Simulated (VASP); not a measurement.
ScAl3, 4 atoms in the cell. Symmetry: P4/mmm, No. 123, tetragonal system. The conventional cell has a = 3.924 Å, b = 3.924 Å, c = 4.088 Å, α = 90.00°, β = 90.00°, γ = 90.00°. Sc (site symmetry 4/mmm) has 12 Al at 2.77 to 2.83 Å within 3.7 Å. Within 3.7 Å of Al (site symmetry 4/mmm) lie 4 Sc at 2.77 Å and 8 Al at 2.83 Å. Within 3.7 Å of Al (site symmetry mmm) lie 8 Al at 2.77 to 2.83 Å and 4 Sc at 2.83 Å. 

```yaml
Program: VASP 6.6.1
Task: single point
Functional: PBE
Potentials_or_basis: VASP PAW PBE potentials, release 64 (Sc_sv, Al)
Cutoff: 520 eV
k_mesh: 6 × 6 × 6
Occupations: fermi-dirac, width 0.05 eV
Spin: no spin polarisation
Dipole_correction: no
Further_INCAR_settings: ALGO = Normal; EDIFF = 1e-06; NBANDS = 18
```

Potentials or basis: VASP PAW PBE potentials, release 64 (Sc_sv, Al).

Launch:

```console
$ cat potpaw_PBE.64/Sc_sv/POTCAR potpaw_PBE.64/Al/POTCAR > POTCAR
$ mpirun -np 1 vasp_std > vasp.out
```

Hardware: 1 thread of Intel Xeon 8259CL (shared host).

Problem. Estimate the wall time of this run.

Solution. Run time: 67 s on 1 thread of Intel Xeon 8259CL, with other jobs on the host, peak memory 0.19 GiB. Counts: scf iterations 13, k points 40.
